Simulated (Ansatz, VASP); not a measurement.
## Si: VASP beside Ansatz

POSCAR

```
Si
1.0
    4.3096685543      0.0000000000      0.0000000000
   -2.1548342772      3.7322824499      0.0000000000
    0.0000000000      0.0000000000      2.4706217558
Si
3
Direct
    0.0000000000      0.0000000000      0.0000000000
    0.3333333333      0.6666666667      0.5000000000
    0.6666666667      0.3333333333      0.5000000000
```

Contents of INCAR.step1:

```
SYSTEM = Si
PREC     = Accurate       ! precision mode
ENCUT    = 550            ! plane-wave cutoff, eV
ISMEAR   = -1             ! smearing method
SIGMA    = 0.1            ! smearing width, eV
LREAL    = .FALSE.        ! projectors in reciprocal space
LASPH    = .TRUE.         ! aspherical terms in the spheres
NELM     = 120            ! most SCF steps
NBANDS   = 13             ! bands
GGA      = PE             ! functional
ALGO     = Normal         ! electronic algorithm
EDIFF    = 1E-5           ! SCF threshold, eV
LWAVE    = .TRUE.         ! write WAVECAR
LCHARG   = .FALSE.        ! write CHGCAR
GGA_COMPAT= .FALSE.
```

Contents of INCAR.step2:

```
SYSTEM = Si
PREC     = Accurate       ! precision mode
ENCUT    = 550            ! plane-wave cutoff, eV
EDIFF    = 1E-6           ! SCF threshold, eV
ISMEAR   = -1             ! smearing method
SIGMA    = 0.1            ! smearing width, eV
LREAL    = .FALSE.        ! projectors in reciprocal space
LASPH    = .TRUE.         ! aspherical terms in the spheres
NELM     = 120            ! most SCF steps
ALGO     = Normal         ! electronic algorithm
ISIF     = 2              ! what is computed and relaxed
LWAVE    = .FALSE.        ! write WAVECAR
LCHARG   = .FALSE.        ! write CHGCAR
METAGGA  = R2SCAN         ! meta-GGA
LMIXTAU  = .TRUE.       
NBANDS   = 13             ! bands
ISTART   = 1            
GGA_COMPAT= .FALSE.
```

The input KPOINTS:

```
regular mesh
0
G
  9 9 14
  0 0 0
```

Input for Ansatz:

```yaml
crystal:
  lattice:
    - [4.3096685543, 0.0, 0.0]
    - [-2.1548342772, 3.7322824499, 0.0]
    - [0.0, 0.0, 2.4706217558]
  atoms:
    - { symbol: Si, position: [0.0, 0.0, 0.0] }
    - { symbol: Si, position: [0.3333333333, 0.6666666667, 0.5] }
    - { symbol: Si, position: [0.6666666667, 0.3333333333, 0.5] }
hamiltonian:
  xc: r2scan
  pseudopotentials:
    kind: paw
    azcp:
      Si: "pseudopotentials/Si.paw.azcp"
basis:
  ecutwfc: 500
  fft_grid_basis: typed
kpoints:
  mp_grid: { grid: [9, 9, 14], shift: [0, 0, 0] }
magnetization:
  spin_polarized: false
scf:
  occupations: { method: fermi_dirac, width: 0.1 }
  lower_state_search: "off"
output:
  stress: true
```

Alike in both runs: task single point; functional r2SCAN; k mesh 9 × 9 × 14; occupations fermi-dirac, width 0.1 eV; no spin polarisation.

|  | VASP | Ansatz |
| --- | --- | --- |
| version | VASP 6.6.1 | Ansatz 0.2.0 |
| potentials or method | VASP PAW PBE potentials, release 64 (Si), cutoff 550 eV | plane waves (500 eV) with PAW, scalar-relativistic |
| valence electrons in the cell | 12 | 12 |

Ansatz gave:

| Quantity | Value |
| --- | --- |
| pressure (GPa) | 9.5 |
| traceless stress, the component that is largest in VASP (GPa) | 3.98 |

Estimate VASP's values.

pressure (GPa): 9.5; traceless stress, the component that is largest in VASP (GPa): 3.91.

VASP's potentials were made for PBE, not for r2SCAN.
